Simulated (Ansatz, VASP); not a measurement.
# Al3Cu2 in VASP and in Ansatz

```
CELL_PARAMETERS angstrom
4.10181 0.00000 0.00000
-2.05091 3.55227 0.00000
0.00000 0.00000 4.59067
ATOMIC_POSITIONS crystal
Al 0.00000 0.00000 0.00000
Al 0.33333 0.66667 0.35017
Al 0.66667 0.33333 0.64983
Cu 0.33333 0.66667 0.84017
Cu 0.66667 0.33333 0.15983
```

Change from the starting cell: strain +0.000 along x and y, -0.080 along z, atoms carried along.

Alike in both runs: task single point; functional r2SCAN; k mesh 12 × 12 × 10; occupations gaussian, width 0.15 eV; no spin polarisation.

|  | VASP | Ansatz |
| --- | --- | --- |
| version | VASP 6.6.1 | Ansatz 0.2.0 |
| potentials or method | VASP PAW PBE potentials, release 64 (Al, Cu), cutoff 520 eV | scalar-relativistic, plane waves, PAW |
| valence electrons in the cell | 31 | 47 |

```csv
,VASP,Ansatz,Ansatz less VASP
gap on the k mesh at the Fermi level (eV),none,none,-
pressure (GPa),13.4,13.6,+0.17
"traceless stress, the component that is largest in VASP (GPa)",17.57,17.65,+0.078
rms of the force components (eV/Å),0.168,0.171,+0.0028
```

VASP's potentials were made for PBE, not for r2SCAN. Atom by atom the forces differ by 0.003 eV/Å (rms over components). A gap of «none» marks a metal or a gap that the smearing closes. VASP's potentials hold 31 valence electrons a cell and Ansatz's 47, so a difference there can come from the potentials and not from the codes.
